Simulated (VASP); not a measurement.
# ZnS (Cm) in VASP: single point with r2SCAN

Aim: the single point of ZnS with r2SCAN.

Program: VASP 6.6.1. These are calculated values, not measurements. Logs are shortened: lines on timing, memory, paths and dates and some standing lists are left out, and cuts for length are marked.

## 1. The cell of the first run

It takes space group Cm (No. 8, monoclinic). Conventional cell: a = 7.621 Å, b = 7.621 Å, c = 5.389 Å, α = 90.00°, β = 90.00°, γ = 90.00°. Zn (site symmetry m) has 4 S at 2.27 to 2.40 Å within 3.0 Å. Zn (site symmetry m) has 4 S at 2.33 Å within 3.1 Å. Within 3.1 Å of Zn (site symmetry 1) lie 4 S at 2.33 Å. Within 3.1 Å of S (site symmetry m) lie 4 Zn at 2.33 to 2.40 Å. Within 3.0 Å of S (site symmetry m) lie 4 Zn at 2.27 to 2.33 Å. S (site symmetry 1) has 4 Zn at 2.33 Å within 3.1 Å.

## 2. Single point, r2SCAN (atom 1 (Zn) moved +0.075 Å along Cartesian [1 -1 0])

Contents of POSCAR:

```
ZnS
1.0
    5.3890263884      0.0000000000      0.0000000000
    0.0000000000     -5.3890263884      0.0000000000
    0.0000000000      0.0000000000     -5.3890263884
Zn S
4 4
Direct
    0.0098409258      0.0098409258      0.0000000000
    0.5000000000      0.5000000000      0.0000000000
    0.5000000000      0.0000000000      0.5000000000
    0.0000000000      0.5000000000      0.5000000000
    0.7500000000      0.7500000000      0.7500000000
    0.2500000000      0.2500000000      0.7500000000
    0.2500000000      0.7500000000      0.2500000000
    0.7500000000      0.2500000000      0.2500000000
```

Contents of INCAR.step1:

```
SYSTEM = ZnS
PREC = Accurate
ENCUT = 520
ISMEAR = 0
SIGMA = 0.05
LREAL = .FALSE.
LASPH = .TRUE.
NELM = 100
NBANDS = 46
GGA = PE
ALGO = Normal
EDIFF = 1E-4
LWAVE = .TRUE.
LCHARG = .FALSE.
```

Contents of INCAR.step2:

```
SYSTEM = ZnS
PREC = Accurate
ENCUT = 520
EDIFF = 1E-6
ISMEAR = 0
SIGMA = 0.05
LREAL = .FALSE.
LASPH = .TRUE.
NELM = 100
ALGO = Normal
ISIF = 2
LWAVE = .FALSE.
LCHARG = .FALSE.
METAGGA = R2SCAN
LMIXTAU = .TRUE.
NBANDS = 46
ISTART = 1
```

Contents of KPOINTS:

```
Automatic mesh
0
G
  4 4 4
  0 0 0
```

Potentials or basis: VASP PAW PBE potentials, release 64 (Zn, S).

Command:

```
cat potpaw_PBE.64/Zn/POTCAR potpaw_PBE.64/S/POTCAR > POTCAR
cp INCAR.step1 INCAR
mpirun -np 1 vasp_std > vasp.out
cp INCAR.step2 INCAR
mpirun -np 1 vasp_std > vasp.out
```

OUTCAR:

```text
SYSTEM = ZnS
   PREC = Accurate
   ENCUT = 520
   EDIFF = 1E-6
   ISMEAR = 0
   LREAL = .FALSE.
   LASPH = .TRUE.
   NELM = 100
   ISIF = 2
   METAGGA = R2SCAN
   ISTART = 1

 ion  position               nearest neighbor table
   1  0.010  0.010  0.000-   6 2.27   7 2.33   8 2.33   5 2.40
   2  0.500  0.500  0.000-   5 2.33   6 2.33   7 2.33   8 2.33
   3  0.500  0.000  0.500-   5 2.33   6 2.33   7 2.33   8 2.33
   4  0.000  0.500  0.500-   5 2.33   6 2.33   7 2.33   8 2.33
   5  0.750  0.750  0.750-   2 2.33   3 2.33   4 2.33   1 2.40
   6  0.250  0.250  0.750-   1 2.27   2 2.33   3 2.33   4 2.33
   7  0.250  0.750  0.250-   2 2.33   3 2.33   4 2.33   1 2.33
   8  0.750  0.250  0.250-   2 2.33   3 2.33   4 2.33   1 2.33

  LATTYP: Found a simple cubic cell.
 ALAT       =     5.3890263884

  Lattice vectors:

 A1 = (   5.3890263884,   0.0000000000,   0.0000000000)
 A2 = (   0.0000000000,  -5.3890263884,   0.0000000000)
 A3 = (   0.0000000000,   0.0000000000,  -5.3890263884)

Analysis of symmetry for initial positions (statically):
=====================================================================
 Subroutine PRICEL returns:
 Original cell was already a primitive cell.

 Routine SETGRP: Setting up the symmetry group for a
 simple cubic supercell.

 Subroutine GETGRP returns: Found  2 space group operations
 (whereof  2 operations were pure point group operations)
 out of a pool of 48 trial point group operations.

The static configuration has the point symmetry C_1h.

Analysis of symmetry for dynamics (positions and initial velocities):
=====================================================================
 Subroutine PRICEL returns:
 Original cell was already a primitive cell.

 Routine SETGRP: Setting up the symmetry group for a
 simple cubic supercell.

 Subroutine GETGRP returns: Found  2 space group operations
 (whereof  2 operations were pure point group operations)
 out of a pool of 48 trial point group operations.

The dynamic configuration has the point symmetry C_1h.

 Subroutine INISYM returns: Found  2 space group operations
 (whereof  2 operations are pure point group operations),
 and found     1 'primitive' translations

----------------------------------------------------------------------------------------

                                     Primitive cell

  volume of cell :     156.5060

  direct lattice vectors                    reciprocal lattice vectors
     5.389026388  0.000000000  0.000000000     0.185562276  0.000000000  0.000000000
     0.000000000 -5.389026388  0.000000000     0.000000000 -0.185562276  0.000000000
     0.000000000  0.000000000 -5.389026388     0.000000000  0.000000000 -0.185562276

  length of vectors
     5.389026388  5.389026388  5.389026388     0.185562276  0.185562276  0.185562276

  position of ions in fractional coordinates (direct lattice)
     0.009840926  0.009840926  0.000000000
     0.500000000  0.500000000  0.000000000
     0.500000000  0.000000000  0.500000000
     0.000000000  0.500000000  0.500000000
     0.750000000  0.750000000  0.750000000
     0.250000000  0.250000000  0.750000000
     0.250000000  0.750000000  0.250000000
     0.750000000  0.250000000  0.250000000

  ion indices of the primitive-cell ions
   primitive index   ion index
                 1           1
                 2           2
                 3           3
                 4           4
                 5           5
                 6           6
                 7           7
                 8           8

----------------------------------------------------------------------------------------

 KPOINTS: Automatic mesh

Automatic generation of k-mesh.
 Grid dimensions read from file:
 generate k-points for:    4    4    4

 Generating k-lattice:

  Cartesian coordinates                     Fractional coordinates (reciprocal lattice)
     0.046390569  0.000000000  0.000000000     0.250000000  0.000000000  0.000000000
     0.000000000 -0.046390569  0.000000000     0.000000000  0.250000000  0.000000000
     0.000000000  0.000000000 -0.046390569     0.000000000  0.000000000  0.250000000

  Length of vectors
     0.046390569  0.046390569  0.046390569

  Shift w.r.t. Gamma in fractional coordinates (k-lattice)
     0.000000000  0.000000000  0.000000000

 Subroutine IBZKPT returns following result:
 ===========================================

 Found     24 irreducible k-points:

 Following reciprocal coordinates:
            Coordinates               Weight
  0.000000  0.000000  0.000000      1.000000
  0.250000  0.000000  0.000000      4.000000
  0.000000  0.000000  0.250000      2.000000
  0.500000  0.000000  0.000000      2.000000
  0.000000  0.000000  0.500000      1.000000
  0.250000  0.250000  0.000000      2.000000
[... 16 lines left out ...]
  0.250000  0.500000  0.500000      4.000000
  0.500000  0.500000  0.500000      1.000000
   k-points           NKPTS =     24   k-points in BZ     NKDIM =     24   number of bands    NBANDS=     46
   number of dos      NEDOS =    301   number of ions     NIONS =      8
   total plane-waves  NPLWV =  64000
   dimension x,y,z NGX =    40 NGY =   40 NGZ =   40
   dimension x,y,z NGXF=    80 NGYF=   80 NGZF=   80
   ions per type =               4   4
   NGX,Y,Z   is equivalent  to a cutoff of  12.34, 12.34, 12.34 a.u.
   NGXF,Y,Z  is equivalent  to a cutoff of  24.68, 24.68, 24.68 a.u.
 SYSTEM =  ZnS
   PREC   = accura    normal or accurate (medium, high low for compatibility)
   ISTART =      1    job   : 0-new  1-cont  2-samecut
   ICHARG =      0    charge: 1-file 2-atom 10-const
   ISPIN  =      1    spin polarized calculation?
   LNONCOLLINEAR =      F non collinear calculations
   LSORBIT =      F    spin-orbit coupling
   LASPH  =      T    aspherical Exc in radial PAW
   ENCUT  =  520.0 eV  38.22 Ry    6.18 a.u.  10.02 10.02 10.02*2*pi/ulx,y,z
   NELM   =    100;   NELMIN=  2; NELMDL=  0     # of ELM steps
   EDIFF  = 0.1E-05   stopping-criterion for ELM
   LREAL  =      F    real-space projection
   EDIFFG = 0.1E-04   stopping-criterion for IOM
   NSW    =      0    number of steps for IOM
   IBRION =     -1    ionic relax: 0-MD 1-quasi-New 2-CG
   NFREE  =      0    steps in history (QN), initial steepest desc. (CG)
   ISIF   =      2    stress and relaxation
   ISYM   =      2    0-nonsym 1-usesym 2-fastsym
   POTIM  = 0.5000    time-step for ionic-motion
   TEBEG  =    0.0;   TEEND  =   0.0 temperature during run
   PSTRESS=    0.0 pullay stress
   NELECT =      72.0000    total number of electrons
   NUPDOWN=      -1.0000    fix difference up-down
   EMIN   =  10.00;   EMAX   =-10.00  energy-range for DOS
   EFERMI =   0.00;   METHOD = LEGACY
   ISMEAR =     0;   SIGMA  =   0.05  broadening in eV -4-tet -1-fermi 0-gaus
   EFERMI_NEDOS =   21; number of points for ismear=-14 and -15
   IALGO  =     38    algorithm
   IMIX   =      4    mixing-type and parameters
     AMIX     =   0.40;   BMIX     =  1.00
     AMIX_MAG =   1.60;   BMIX_MAG =  1.00
  volume/ion in A,a.u.               =      19.56       132.02
  Fermi-wavevector in a.u.,A,eV,Ry     =   1.263791  2.388219 21.730795  1.597168
  Thomas-Fermi vector in A             =   2.397130
   LORBIT       =      0    0 simple, 1 ext, 2 COOP (PROOUT), +10 PAW based schemes
   METAGGA = R2SCAN    functional components
   LHFCALC =     F    Hartree Fock is set to
   AEXX    =    0.0000 exact exchange contribution
   IVDW    =     0    specifies the selected vdW correction
   LEPSILON=     F    determine dielectric tensor
   LRPA    =     F    only Hartree local field effects (RPA)
 non-spin polarized calculation
 Gauss-broadening in eV      SIGMA  =   0.05
  energy-cutoff  :      520.00
  volume of cell :      156.51
 maximum number of plane-waves:      4238
   NGX = 21   NGY = 21   NGZ = 21

 number of electron      72.0000073 magnetization

 Free energy of the ion-electron system (eV)
  ---------------------------------------------------
  ext. energy  EPLUGINS =         0.00000000
  ---------------------------------------------------
  free energy    TOTEN  =       -75.44379364 eV

  energy without entropy =      -75.44379364  energy(sigma->0) =      -75.44379364

 E-fermi :   2.1608     XC(G=0): -10.3262

 val. band max:        1.9255799474   @ k =   0.0000   0.0000   0.0000
 cond. band min:       4.6204989681   @ k =   0.0000   0.0000   0.0000
 fundamental gap:      2.6949190206
 Fermi energy:         2.1608274262

 k-point     1 :       0.0000    0.0000    0.0000
  band No.  band energies     occupation
      1     -11.8334      2.00000
      2     -10.6237      2.00000
      3     -10.5407      2.00000
      4     -10.4598      2.00000
      5      -4.6672      2.00000
      6      -4.6456      2.00000
[... 38 lines left out ...]
     45       8.8070      0.00000
     46       8.8191      0.00000

 k-point     2 :       0.2500    0.0000    0.0000
  band No.  band energies     occupation
      1     -11.6734      2.00000
      2     -10.7752      2.00000
      3     -10.5875      2.00000
      4     -10.4743      2.00000
      5      -4.6737      2.00000
      6      -4.6325      2.00000
[... 38 lines left out ...]
     45       9.4638      0.00000
     46       9.4763      0.00000

 k-point     3 :       0.0000    0.0000    0.2500
  band No.  band energies     occupation
      1     -11.6726      2.00000
      2     -10.7902      2.00000
      3     -10.5376      2.00000
      4     -10.5101      2.00000
      5      -4.6613      2.00000
      6      -4.6471      2.00000
[... 38 lines left out ...]
     45       9.4688      0.00000
     46       9.4729      0.00000

 k-point     4 :       0.5000    0.0000    0.0000
  band No.  band energies     occupation
      1     -11.3090      2.00000
      2     -11.1887      2.00000
      3     -10.5899      2.00000
      4     -10.4743      2.00000
      5      -4.6916      2.00000
      6      -4.6537      2.00000
[... 920 lines left out ...]
     45       9.6380      0.00000
     46       9.7191      0.00000

 k-point    23 :       0.2500    0.5000    0.5000
  band No.  band energies     occupation
      1     -11.0015      2.00000
      2     -10.8786      2.00000
      3     -10.8779      2.00000
      4     -10.7649      2.00000
      5      -4.5338      2.00000
      6      -4.5087      2.00000
[... 38 lines left out ...]
     45       9.6363      0.00000
     46       9.7172      0.00000

 k-point    24 :       0.5000    0.5000    0.5000
  band No.  band energies     occupation
      1     -10.9884      2.00000
      2     -10.8648      2.00000
      3     -10.8645      2.00000
      4     -10.7510      2.00000
      5      -4.5431      2.00000
      6      -4.5183      2.00000
[... 38 lines left out ...]
     45       9.3001      0.00000
     46       9.3053      0.00000

------------------------ aborting loop because EDIFF is reached ----------------------------------------

  FORCE on cell =-STRESS in cart. coord.  units (eV):
  Direction    XX          YY          ZZ          XY          YZ          ZX
  --------------------------------------------------------------------------------------
  -------------------------------------------------------------------------------------
  Total        0.1169371      0.1169371      0.1688179     -0.0684676     -0.3069901      0.3069825
  in kB        1.1971043      1.1971043      1.7282168     -0.7009141     -3.1427077      3.1426301
  external PRESSURE =       1.3741418 kB  Pullay stress =       0.0000000 kB

 VOLUME and BASIS-vectors are now :
 -----------------------------------------------------------------------------
  energy-cutoff  :      520.00
  volume of cell :      156.51
      direct lattice vectors                 reciprocal lattice vectors
     5.389026388  0.000000000  0.000000000     0.185562276  0.000000000  0.000000000
     0.000000000 -5.389026388  0.000000000     0.000000000 -0.185562276  0.000000000
     0.000000000  0.000000000 -5.389026388     0.000000000  0.000000000 -0.185562276

 POSITION                                       TOTAL-FORCE (eV/Angst)
 -----------------------------------------------------------------------------------
      0.05303     -0.05303      0.00000        -0.394295      0.394295     -0.069806
      2.69451     -2.69451      0.00000         0.069638     -0.069638      0.001506
      2.69451      0.00000     -2.69451         0.069565      0.075508     -0.000107
      0.00000     -2.69451     -2.69451        -0.075508     -0.069565     -0.000107
      4.04177     -4.04177     -4.04177         0.130151     -0.130151     -0.115602
      1.34726     -1.34726     -4.04177         0.179019     -0.179019      0.175177
      1.34726     -4.04177     -1.34726         0.006259     -0.015171      0.004469
      4.04177     -1.34726     -1.34726         0.015171     -0.006259      0.004469
 -----------------------------------------------------------------------------------
    total drift:                               -0.027394      0.027394     -0.003521

  FREE ENERGIE OF THE ION-ELECTRON SYSTEM (eV)
  ---------------------------------------------------
  free  energy   TOTEN  =       -75.4437936443 eV

  energy  without entropy=      -75.4437936443  energy(sigma->0) =      -75.44379364
```

Run time: 9.9 min. Hardware: 1 thread of Intel Xeon Platinum 8488C (Sapphire Rapids), shared host; peak memory 0.33 GiB.

Results:

```
Free energy            : -75.4438 eV
Pressure               : 0.1 GPa
Largest force          : 0.562 eV/Å
Band gap on the k mesh : 2.69 eV
```

Forces on the atoms (eV/Å):
```
Zn  -0.394  0.394 -0.070
Zn   0.070 -0.070  0.002
Zn   0.070  0.076  0.000
Zn  -0.076 -0.070  0.000
S    0.130 -0.130 -0.116
S    0.179 -0.179  0.175
S    0.006 -0.015  0.004
S    0.015 -0.006  0.004
```

Levels at points of the mesh, in eV from the valence-band top:
```csv
k point,band 32,band 33,band 34,band 35,band 36,band 37,band 38,band 39,band 40,band 41
"(0.00, 0.00, 0.00)",-2.30,-2.28,-0.03,-0.01,0.00,2.69,3.60,3.69,3.79,4.46
"(0.50, 0.00, 0.00)",-2.57,-1.35,-1.34,-1.26,-1.24,4.86,4.91,5.06,5.10,5.98
"(0.00, 0.00, 0.50)",-2.56,-1.30,-1.30,-1.30,-1.29,4.89,4.90,5.07,5.07,6.03
"(0.50, 0.50, 0.00)",-2.53,-1.00,-0.95,-0.95,-0.91,5.37,5.38,5.38,5.38,7.05
"(0.00, 0.50, 0.50)",-2.56,-1.02,-0.98,-0.93,-0.89,5.32,5.35,5.40,5.43,7.07
"(0.50, 0.50, 0.50)",-0.94,-0.89,-0.88,-0.88,-0.82,3.79,3.81,3.82,3.84,7.26
```

Caveat: the cell differs from its parent crystal (atom 1 (Zn) moved +0.075 Å along Cartesian [1 -1 0]); the PAW data sets were made with another functional, which shifts forces and pressure a little.
